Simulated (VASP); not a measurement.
Zr3S2:

```
Zr S
1.0
    -1.78308    3.22428    4.00983
     1.78308   -3.22428    4.00983
     1.78308    3.22428   -4.00983
Zr S
3 2
Direct
  0.69863 0.69863 0.00000
  0.30137 0.30137 0.00000
  0.00000 0.50000 0.50000
  0.27957 0.00000 0.27957
  0.72043 0.00000 0.72043
```

The cell was generated, and may not be a known phase.

```yaml
Program: VASP 6.6.1
Task: relaxation of cell and atoms
Functional: PBE
Potentials_or_basis: VASP PAW PBE potentials, release 64 (Zr_sv, S)
Cutoff: 600 eV
k_mesh: 6 × 6 × 6
Occupations: gaussian, width 0.1 eV
Spin: no spin polarisation
```

At the start: pressure 0.1 GPa; volume 18.44 Å³/atom.

Question: How do energy, volume and symmetry change on relaxing?

Answer: Over 8 steps the energy falls by 3.1 meV/atom and the volume is 18.58 Å³/atom (+0.7 %); space group Immm (No. 71, to 0.1 Å) before and after.

Step by step:
```
step  energy change (eV)  largest force (eV/Å)  pressure (GPa)  volume (Å³)
   1              0.0000                0.1182            0.10        92.21
   2             -0.0063                0.1063            0.08        92.37
   3             -0.0084                0.1186            0.09        92.54
   4             -0.0116                0.0981           -0.21        92.82
   5             -0.0121                0.1022           -0.38        92.99
   6             -0.0138                0.0965            0.07        92.77
   7             -0.0141                0.0950            0.30        92.66
   8             -0.0154                0.0317            0.17        92.90
```

Final structure:
```xyz
5
Lattice="-1.7447 3.2460 4.1008 1.7447 -3.2460 4.1008 1.7447 3.2460 -4.1008" Properties=species:S:1:pos:R:3 pbc="T T T"
Zr    0.0000    0.0000    5.6960
Zr    0.0000    0.0000    2.5056
Zr    1.7447    0.0000    0.0000
S     0.0000    1.8455    0.0000
S     1.7447    1.4004    4.1008
```
